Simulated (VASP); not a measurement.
Set up this calculation in VASP 6.6.1, as the native input.

* Task: single point
* Functional: r2SCAN
* Dispersion: rVV10
* Potentials or basis: VASP PAW PBE potentials, release 64 (Cu, I)
* Cutoff: 520 eV
* k mesh: 6 × 6 × 6
* Occupations: fermi-dirac, width 0.02 eV
* Spin: no spin polarisation
* Dipole correction: no
* Further INCAR settings: ALGO = Normal; EDIFF = 1e-07; NBANDS = 26

The system is CuI.

```
CELL_PARAMETERS angstrom
3.50375 -3.59315 0.00000
3.50375 3.59315 0.00000
0.00000 0.00000 4.32201
ATOMIC_POSITIONS crystal
Cu 0.41680 0.58320 0.75000
Cu 0.58320 0.41680 0.25000
I 0.77795 0.22205 0.75000
I 0.22205 0.77795 0.25000
```

These files were run (other wordings do the same):

POSCAR

```
CuI
1.0
    3.5037460169     -3.5931533413      0.0000000000
    3.5037460169      3.5931533413      0.0000000000
    0.0000000000      0.0000000000      4.3220096347
Cu I
2 2
Direct
    0.4168025267      0.5831974733      0.7500000000
    0.5831974733      0.4168025267      0.2500000000
    0.7779467443      0.2220532557      0.7500000000
    0.2220532557      0.7779467443      0.2500000000
```

INCAR.step1

```
ALGO     = Normal         # electronic algorithm
EDIFF    = 1E-4           # SCF threshold, eV
ENCUT    = 520            # plane-wave cutoff, eV
GGA      = PE             # functional
ISMEAR   = -1             # smearing method
LASPH    = T              # aspherical terms in the spheres
LCHARG   = F              # write CHGCAR
LREAL    = F              # projectors in reciprocal space
LWAVE    = T              # write WAVECAR
NBANDS   = 26             # bands
NELM     = 60             # most SCF steps
PREC     = Accurate       # precision mode
SIGMA    = 0.02           # smearing width, eV
```

INCAR.step2

```
ALGO     = Normal         # electronic algorithm
BPARAM   = 11.95        
CPARAM   = 0.0093       
EDIFF    = 1E-7           # SCF threshold, eV
ENCUT    = 520            # plane-wave cutoff, eV
ISIF     = 2              # what is computed and relaxed
ISMEAR   = -1             # smearing method
ISTART   = 1            
IVDW_NL  = 2            
LASPH    = T              # aspherical terms in the spheres
LCHARG   = T              # write CHGCAR
LELF     = T              # ELF
LMIXTAU  = T            
LREAL    = F              # projectors in reciprocal space
LUSE_VDW = T            
LVHAR    = T            
LWAVE    = F              # write WAVECAR
METAGGA  = R2SCAN         # meta-GGA
NBANDS   = 26             # bands
NELM     = 60             # most SCF steps
PREC     = Accurate       # precision mode
SIGMA    = 0.02           # smearing width, eV
```

KPOINTS

```
k-points
0
Gamma
  6 6 6
```

Potentials or basis: VASP PAW PBE potentials, release 64 (Cu, I).

Run with:

```sh
$ cat potpaw_PBE.64/Cu/POTCAR potpaw_PBE.64/I/POTCAR > POTCAR
$ cp INCAR.step1 INCAR
$ mpirun -np 1 vasp_std > vasp.out
$ cp INCAR.step2 INCAR
$ mpirun -np 1 vasp_std > vasp.out
```

It gave:

```
Pressure               : 0.2 GPa
Largest force          : 0.036 eV/Å
Band gap on the k mesh : 1.32 eV, direct
```

Caveat: the PAW data sets were made with another functional, which shifts forces and pressure a little; spin-orbit coupling is left out, which moves the levels of the heavy elements.

Run time: 4.2 min on 1 thread of Intel(R) Xeon(R) 6975P-C (Granite Rapids), on a shared host, peak memory 0.5 GiB.
